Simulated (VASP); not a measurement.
# BiO4 (P-3m1) in VASP: a series of runs

The runs below take BiO4 through single point, relaxation of cell and atoms, with PBE.

All numbers are computed with VASP 6.6.1; they aren't measurements. Logs are shortened: lines on timing, memory, paths and dates and some standing lists are left out, and cuts for length are marked.

## (1) The cell of the first run

It takes space group P-3m1 (No. 164, trigonal). Conventional cell: a = 2.787 Å, b = 2.787 Å, c = 8.961 Å, α = 90.00°, β = 90.00°, γ = 120.00°. Within 2.7 Å of Bi (site symmetry -3m) lie 6 O at 2.01 Å. O (site symmetry 3m) has 3 Bi at 2.01 Å within 2.7 Å. O (site symmetry 3m) has 12 O at 2.70 to 2.79 Å within 3.6 Å.

## (2) Single point, PBE

File INCAR:

```
SYSTEM = BiO4
ALGO = Normal
EDIFF = 1E-6
ENCUT = 520
GGA = PE
ISIF = 2
ISMEAR = 0
LASPH = .True.
LCHARG = .True.
LELF = .True.
LREAL = .False.
LVHAR = .True.
LWAVE = .False.
NBANDS = 28
NELM = 80
PREC = Accurate
SIGMA = 0.1
```

File KPOINTS:

```
k-points
0
Gamma
  6 6 2
  0 0 0
```

File POSCAR:

```
BiO4
1.0
    2.7867595000      0.0000000000      0.0000000000
   -1.3933797500      2.4134045300      0.0000000000
    0.0000000000      0.0000000000      8.9607733100
Bi O
1 4
Direct
    0.0000000000      0.0000000000      0.0000000000
    0.3333333300      0.6666666700      0.8658552800
    0.3333333300      0.6666666700      0.3767953500
    0.6666666700      0.3333333300      0.1341447200
    0.6666666700      0.3333333300      0.6232046500
```

Potentials or basis: VASP PAW PBE potentials, release 64 (Bi_d, O).

On the command line:

```console
cat potpaw_PBE.64/Bi_d/POTCAR potpaw_PBE.64/O/POTCAR > POTCAR
mpirun -np 1 vasp_std > vasp.out
```

OUTCAR:

```text
SYSTEM = BiO4
   EDIFF = 1E-6
   ENCUT = 520
   GGA = PE
   ISIF = 2
   ISMEAR = 0
   LASPH = .True.
   LREAL = .False.
   NELM = 80
   PREC = Accurate

 ion  position               nearest neighbor table
   1  0.000  0.000  0.000-   2 2.01   4 2.01   4 2.01   2 2.01   4 2.01   2 2.01
   2  0.333  0.667  0.866-   1 2.01   1 2.01   1 2.01
   3  0.333  0.667  0.377-
   4  0.667  0.333  0.134-   1 2.01   1 2.01   1 2.01
   5  0.667  0.333  0.623-

  LATTYP: Found a hexagonal cell.
 ALAT       =     2.7867595000
 C/A-ratio  =     3.2154813898

  Lattice vectors:

 A1 = (   2.7867595000,   0.0000000000,   0.0000000000)
 A2 = (  -1.3933797500,   2.4134045300,   0.0000000000)
 A3 = (   0.0000000000,   0.0000000000,   8.9607733100)

Analysis of symmetry for initial positions (statically):
=====================================================================
 Subroutine PRICEL returns:
 Original cell was already a primitive cell.

 Routine SETGRP: Setting up the symmetry group for a
 hexagonal supercell.

 Subroutine GETGRP returns: Found 12 space group operations
 (whereof 12 operations were pure point group operations)
 out of a pool of 24 trial point group operations.

The static configuration has the point symmetry D_3d.

Analysis of symmetry for dynamics (positions and initial velocities):
=====================================================================
 Subroutine PRICEL returns:
 Original cell was already a primitive cell.

 Routine SETGRP: Setting up the symmetry group for a
 hexagonal supercell.

 Subroutine GETGRP returns: Found 12 space group operations
 (whereof 12 operations were pure point group operations)
 out of a pool of 24 trial point group operations.

The dynamic configuration has the point symmetry D_3d.

 Subroutine INISYM returns: Found 12 space group operations
 (whereof 12 operations are pure point group operations),
 and found     1 'primitive' translations

----------------------------------------------------------------------------------------

                                     Primitive cell

  volume of cell :      60.2664

  direct lattice vectors                    reciprocal lattice vectors
     2.786759500  0.000000000  0.000000000     0.358839720  0.207176208  0.000000000
    -1.393379750  2.413404530  0.000000000     0.000000000  0.414352417  0.000000000
     0.000000000  0.000000000  8.960773310     0.000000000  0.000000000  0.111597511

  length of vectors
     2.786759500  2.786759508  8.960773310     0.414352418  0.414352417  0.111597511

  position of ions in fractional coordinates (direct lattice)
     0.000000000  0.000000000  0.000000000
     0.333333330  0.666666670  0.865855280
     0.333333330  0.666666670  0.376795350
     0.666666670  0.333333330  0.134144720
     0.666666670  0.333333330  0.623204650

  ion indices of the primitive-cell ions
   primitive index   ion index
                 1           1
                 2           2
                 3           3
                 4           4
                 5           5

----------------------------------------------------------------------------------------

 KPOINTS: k-points

Automatic generation of k-mesh.
 Grid dimensions read from file:
 generate k-points for:    6    6    2

 Generating k-lattice:

  Cartesian coordinates                     Fractional coordinates (reciprocal lattice)
     0.059806620  0.034529368  0.000000000     0.166666667  0.000000000  0.000000000
     0.000000000  0.069058736  0.000000000     0.000000000  0.166666667  0.000000000
     0.000000000  0.000000000  0.055798756     0.000000000  0.000000000  0.500000000

  Length of vectors
     0.069058736  0.069058736  0.055798756

  Shift w.r.t. Gamma in fractional coordinates (k-lattice)
     0.000000000  0.000000000  0.000000000

 Subroutine IBZKPT returns following result:
 ===========================================

 Found     14 irreducible k-points:

 Following reciprocal coordinates:
            Coordinates               Weight
  0.000000  0.000000  0.000000      1.000000
  0.166667  0.000000  0.000000      6.000000
  0.333333  0.000000  0.000000      6.000000
  0.500000  0.000000  0.000000      3.000000
  0.166667  0.166667  0.000000      6.000000
  0.333333  0.166667  0.000000     12.000000
  0.333333  0.333333  0.000000      2.000000
  0.000000  0.000000  0.500000      1.000000
  0.166667  0.000000  0.500000      6.000000
  0.333333  0.000000  0.500000      6.000000
  0.500000  0.000000  0.500000      3.000000
  0.166667  0.166667  0.500000      6.000000
  0.333333  0.166667  0.500000     12.000000
  0.333333  0.333333  0.500000      2.000000
   k-points           NKPTS =     14   k-points in BZ     NKDIM =     14   number of bands    NBANDS=     28
   number of dos      NEDOS =    301   number of ions     NIONS =      5
   total plane-waves  NPLWV =  40320
   dimension x,y,z NGX =    24 NGY =   24 NGZ =   70
   dimension x,y,z NGXF=    48 NGYF=   48 NGZF=  140
   ions per type =               1   4
   NGX,Y,Z   is equivalent  to a cutoff of  14.32, 14.32, 12.99 a.u.
   NGXF,Y,Z  is equivalent  to a cutoff of  28.63, 28.63, 25.97 a.u.
 SYSTEM =  BiO4
   PREC   = accura    normal or accurate (medium, high low for compatibility)
   ISTART =      0    job   : 0-new  1-cont  2-samecut
   ICHARG =      2    charge: 1-file 2-atom 10-const
   ISPIN  =      1    spin polarized calculation?
   LNONCOLLINEAR =      F non collinear calculations
   LSORBIT =      F    spin-orbit coupling
   LASPH  =      T    aspherical Exc in radial PAW
   ENCUT  =  520.0 eV  38.22 Ry    6.18 a.u.   5.18  5.18 16.66*2*pi/ulx,y,z
   NELM   =     80;   NELMIN=  2; NELMDL= -5     # of ELM steps
   EDIFF  = 0.1E-05   stopping-criterion for ELM
   LREAL  =      F    real-space projection
   EDIFFG = 0.1E-04   stopping-criterion for IOM
   NSW    =      0    number of steps for IOM
   IBRION =     -1    ionic relax: 0-MD 1-quasi-New 2-CG
   NFREE  =      0    steps in history (QN), initial steepest desc. (CG)
   ISIF   =      2    stress and relaxation
   ISYM   =      2    0-nonsym 1-usesym 2-fastsym
   POTIM  = 0.5000    time-step for ionic-motion
   TEBEG  =    0.0;   TEEND  =   0.0 temperature during run
   PSTRESS=    0.0 pullay stress
   NELECT =      39.0000    total number of electrons
   NUPDOWN=      -1.0000    fix difference up-down
   EMIN   =  10.00;   EMAX   =-10.00  energy-range for DOS
   EFERMI =   0.00;   METHOD = LEGACY
   ISMEAR =     0;   SIGMA  =   0.10  broadening in eV -4-tet -1-fermi 0-gaus
   EFERMI_NEDOS =   21; number of points for ismear=-14 and -15
   IALGO  =     38    algorithm
   IMIX   =      4    mixing-type and parameters
     AMIX     =   0.40;   BMIX     =  1.00
     AMIX_MAG =   1.60;   BMIX_MAG =  1.00
  volume/ion in A,a.u.               =      12.05        81.34
  Fermi-wavevector in a.u.,A,eV,Ry     =   1.416026  2.675902 27.281458  2.005131
  Thomas-Fermi vector in A             =   2.537404
   LORBIT       =      0    0 simple, 1 ext, 2 COOP (PROOUT), +10 PAW based schemes
   GGA     = PE    functional components
   LHFCALC =     F    Hartree Fock is set to
   AEXX    =    0.0000 exact exchange contribution
   IVDW    =     0    specifies the selected vdW correction
   LEPSILON=     F    determine dielectric tensor
   LRPA    =     F    only Hartree local field effects (RPA)
 non-spin polarized calculation
 Gauss-broadening in eV      SIGMA  =   0.10
  energy-cutoff  :      520.00
  volume of cell :       60.27
 maximum number of plane-waves:      1638
 NGX is ok and might be reduce to    24
   NGX = 11   NGY = 11   NGZ = 33

 number of electron      39.0000008 magnetization

 Free energy of the ion-electron system (eV)
  ---------------------------------------------------
  ext. energy  EPLUGINS =         0.00000000
  ---------------------------------------------------
  free energy    TOTEN  =       -12.71067626 eV

  energy without entropy =      -12.65707027  energy(sigma->0) =      -12.68387326

 E-fermi :   4.7799     XC(G=0): -10.7259

 val. band max:        4.7779972549   @ k =   0.0000   0.0000   0.0000
 cond. band min:       4.8059405824   @ k =   0.3333   0.0000   0.5000
 fundamental gap:      0.0279433276
 Fermi energy:         4.7798797582

 k-point     1 :       0.0000    0.0000    0.0000
  band No.  band energies     occupation
      1     -22.2496      2.00000
      2     -21.5091      2.00000
      3     -21.5091      2.00000
      4     -20.4883      2.00000
      5     -20.4883      2.00000
      6     -20.2369      2.00000
[... 20 lines left out ...]
     27      15.6802      0.00000
     28      17.7320      0.00000

 k-point     2 :       0.1667    0.0000    0.0000
  band No.  band energies     occupation
      1     -22.0801      2.00000
      2     -21.5630      2.00000
      3     -21.2325      2.00000
      4     -20.9469      2.00000
      5     -20.5423      2.00000
      6     -19.9911      2.00000
[... 20 lines left out ...]
     27      16.0398      0.00000
     28      18.2590      0.00000

 k-point     3 :       0.3333    0.0000    0.0000
  band No.  band energies     occupation
      1     -22.8584      2.00000
      2     -21.4086      2.00000
      3     -20.7627      2.00000
      4     -20.5970      2.00000
      5     -20.5227      2.00000
      6     -18.8967      2.00000
[... 20 lines left out ...]
     27      16.9356      0.00000
     28      17.8152      0.00000

 k-point     4 :       0.5000    0.0000    0.0000
  band No.  band energies     occupation
      1     -23.2019      2.00000
      2     -21.5509      2.00000
      3     -20.7654      2.00000
      4     -20.3195      2.00000
      5     -20.2493      2.00000
      6     -17.7652      2.00000
[... 20 lines left out ...]
     27      17.4995      0.00000
     28      17.8937      0.00000

 k-point     5 :       0.1667    0.1667    0.0000
  band No.  band energies     occupation
      1     -22.4123      2.00000
      2     -21.5555      2.00000
      3     -21.1834      2.00000
      4     -20.7392      2.00000
      5     -20.5175      2.00000
      6     -19.0557      2.00000
[... 20 lines left out ...]
     27      16.5491      0.00000
     28      17.9976      0.00000

 k-point     6 :       0.3333    0.1667    0.0000
  band No.  band energies     occupation
      1     -22.8425      2.00000
      2     -21.4162      2.00000
      3     -21.2997      2.00000
      4     -20.6551      2.00000
      5     -20.3147      2.00000
      6     -17.1965      2.00000
[... 20 lines left out ...]
     27      17.3836      0.00000
     28      17.7455      0.00000

 k-point     7 :       0.3333    0.3333    0.0000
  band No.  band energies     occupation
      1     -22.2562      2.00000
      2     -22.2562      2.00000
      3     -20.9574      2.00000
      4     -20.9574      2.00000
      5     -20.3687      2.00000
      6     -15.2489      2.00000
[... 20 lines left out ...]
     27      17.7543      0.00000
     28      17.7543      0.00000

 k-point     8 :       0.0000    0.0000    0.5000
  band No.  band energies     occupation
      1     -22.2496      2.00000
      2     -21.5091      2.00000
      3     -21.5091      2.00000
      4     -20.4883      2.00000
      5     -20.4883      2.00000
      6     -20.2369      2.00000
[... 20 lines left out ...]
     27      16.3659      0.00000
     28      17.6795      0.00000

 k-point     9 :       0.1667    0.0000    0.5000
  band No.  band energies     occupation
      1     -22.0801      2.00000
      2     -21.5630      2.00000
      3     -21.2326      2.00000
      4     -20.9469      2.00000
      5     -20.5423      2.00000
      6     -19.9910      2.00000
[... 20 lines left out ...]
     27      16.4348      0.00000
     28      17.5218      0.00000

 k-point    10 :       0.3333    0.0000    0.5000
  band No.  band energies     occupation
      1     -22.8584      2.00000
      2     -21.4086      2.00000
      3     -20.7627      2.00000
      4     -20.5970      2.00000
      5     -20.5227      2.00000
      6     -18.8966      2.00000
[... 20 lines left out ...]
     27      17.0723      0.00000
     28      17.5916      0.00000

 k-point    11 :       0.5000    0.0000    0.5000
  band No.  band energies     occupation
      1     -23.2019      2.00000
      2     -21.5508      2.00000
      3     -20.7654      2.00000
      4     -20.3195      2.00000
      5     -20.2493      2.00000
      6     -17.7651      2.00000
[... 20 lines left out ...]
     27      17.6704      0.00000
     28      17.6728      0.00000

 k-point    12 :       0.1667    0.1667    0.5000
  band No.  band energies     occupation
      1     -22.4123      2.00000
      2     -21.5555      2.00000
      3     -21.1834      2.00000
      4     -20.7392      2.00000
      5     -20.5175      2.00000
      6     -19.0557      2.00000
[... 20 lines left out ...]
     27      16.6258      0.00000
     28      18.0890      0.00000

 k-point    13 :       0.3333    0.1667    0.5000
  band No.  band energies     occupation
      1     -22.8426      2.00000
      2     -21.4162      2.00000
      3     -21.2997      2.00000
      4     -20.6551      2.00000
      5     -20.3147      2.00000
      6     -17.1965      2.00000
[... 20 lines left out ...]
     27      17.2981      0.00000
     28      17.8248      0.00000

 k-point    14 :       0.3333    0.3333    0.5000
  band No.  band energies     occupation
      1     -22.2562      2.00000
      2     -22.2562      2.00000
      3     -20.9574      2.00000
      4     -20.9574      2.00000
      5     -20.3687      2.00000
      6     -15.2489      2.00000
[... 20 lines left out ...]
     27      17.7630      0.00000
     28      17.7630      0.00000

------------------------ aborting loop because EDIFF is reached ----------------------------------------

  FORCE on cell =-STRESS in cart. coord.  units (eV):
  Direction    XX          YY          ZZ          XY          YZ          ZX
  --------------------------------------------------------------------------------------
  -------------------------------------------------------------------------------------
  Total       30.3531217     30.3531219     11.2785432      0.0000000      0.0000000     -0.0000000
  in kB      806.9355356    806.9355415    299.8392519      0.0000000      0.0000000     -0.0000000
  external PRESSURE =     637.9034430 kB  Pullay stress =       0.0000000 kB

 VOLUME and BASIS-vectors are now :
 -----------------------------------------------------------------------------
  energy-cutoff  :      520.00
  volume of cell :       60.27
      direct lattice vectors                 reciprocal lattice vectors
     2.786759500  0.000000000  0.000000000     0.358839720  0.207176208  0.000000000
    -1.393379750  2.413404530  0.000000000     0.000000000  0.414352417  0.000000000
     0.000000000  0.000000000  8.960773310     0.000000000  0.000000000  0.111597511

 POSITION                                       TOTAL-FORCE (eV/Angst)
 -----------------------------------------------------------------------------------
      0.00000      0.00000      0.00000        -0.000000      0.000000      0.000000
     -0.00000      1.60894      7.75873        -0.000000     -0.000000     -5.655460
     -0.00000      1.60894      3.37638        -0.000000      0.000000      0.591876
      1.39338      0.80447      1.20204         0.000000      0.000000      5.655460
      1.39338      0.80447      5.58440         0.000000      0.000000     -0.591876
 -----------------------------------------------------------------------------------
    total drift:                               -0.000000     -0.000000     -0.000000

  FREE ENERGIE OF THE ION-ELECTRON SYSTEM (eV)
  ---------------------------------------------------
  free  energy   TOTEN  =       -12.7106762580 eV

  energy  without entropy=      -12.6570702701  energy(sigma->0) =      -12.68387326
```

It took 14 s on 1 thread of Intel Xeon 6975P-C (Granite Rapids), shared host; peak memory 0.19 GiB.

What came out:

| Quantity | Value |
| --- | --- |
| Free energy | -12.7107 eV |
| Pressure | 63.8 GPa |
| Largest force | 5.655 eV/Å |

Forces in eV/Å, atoms in the order of the input:
```
Bi   0.000  0.000  0.000
O    0.000  0.000 -5.655
O    0.000  0.000  0.592
O    0.000  0.000  5.655
O    0.000  0.000 -0.592
```

Stress tensor (GPa, compression positive):
```
80.69  0.00  0.00
 0.00 80.69  0.00
 0.00  0.00 29.98
```

Caveat: the k points lie up to 0.43 Å⁻¹ apart; spin-orbit coupling is left out, which moves the levels of the heavy elements; an odd number of electrons without spin polarisation forces a metal; a magnetic or distorted state may lie lower.

(Continued in part 2 of 2.)
